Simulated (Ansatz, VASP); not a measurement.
## AlN in VASP and in Ansatz

POSCAR

```
AlN
1.0
    0.0000000000      2.1848764208      2.1848764208
    2.1848764208      0.0000000000      2.1848764208
    2.1848764208      2.1848764208      0.0000000000
Al N
1 1
Direct
    0.0000000000      0.0000000000      0.0000000000
    0.2500000000      0.2500000000      0.2500000000
```

Contents of INCAR.step1:

```
SYSTEM = AlN
ALGO = Normal ; EDIFF = 1E-5
ENCUT = 520 ; GGA = PE
ISIF = 2 ; ISMEAR = 0
LASPH = .True. ; LCHARG = .False.
LREAL = .False. ; LWAVE = .True.
NBANDS = 11 ; NELM = 60
PREC = Accurate ; SIGMA = 0.01
```

Contents of INCAR.step2:

```
SYSTEM = AlN
AEXX = 0.35 ; ALGO = Normal
EDIFF = 1E-6 ; ENCUT = 520
GGA = PE ; HFSCREEN = 0.2078
ISIF = 2 ; ISMEAR = 0
ISTART = 1 ; LASPH = .True.
LCHARG = .False. ; LHFCALC = .True.
LREAL = .False. ; LWAVE = .False.
NBANDS = 11 ; NELM = 60
PREC = Accurate ; PRECFOCK = Normal
SIGMA = 0.01
```

File KPOINTS:

```
k-points
0
Gamma
  4 4 4
  0 0 0
```

Input for Ansatz:

```yaml
crystal:
  lattice:
    - [0.0, 2.1848764208, 2.1848764208]
    - [2.1848764208, 0.0, 2.1848764208]
    - [2.1848764208, 2.1848764208, 0.0]
  atoms:
    - { symbol: Al, position: [0.0, 0.0, 0.0] }
    - { symbol: "N", position: [0.25, 0.25, 0.25] }
kpoints:
  mp_grid: { grid: [4, 4, 4] }
hamiltonian:
  xc:
    exchange: pbe
    correlation: pbe
    exx: { coeff: 0.35, omega: 0.2078 }
scf:
  occupations: { method: fixed }
  n_extra_bands: 4
output:
  forces: true
  stress: true
  eigenvalues: true
```

Alike in both runs: task single point; functional PBE-based screened hybrid; k mesh 4 × 4 × 4; no spin polarisation.

```csv
,VASP,Ansatz
version,VASP 6.6.1,Ansatz 0.2.0
potentials or method,"VASP PAW PBE potentials, release 64 (Al, N)",plane waves
plane-wave cutoff (eV),520,420
occupations,"gaussian, width 0.01 eV",fixed
valence electrons in the cell,8,8
```

VASP gave:

```
gap on the k mesh at the Fermi level (eV) : 5.07
pressure (GPa)                            : -2.8
```

Problem. Which values does Ansatz return?

Solution. gap on the k mesh at the Fermi level (eV): 5.07; pressure (GPa): -2.6.

VASP's potentials were made for PBE, not for PBE-based screened hybrid. Ansatz's warnings: stress exchange threshold loose, stress scf threshold loose.

The k mesh is coarse, so the values compare programs but aren't converged.
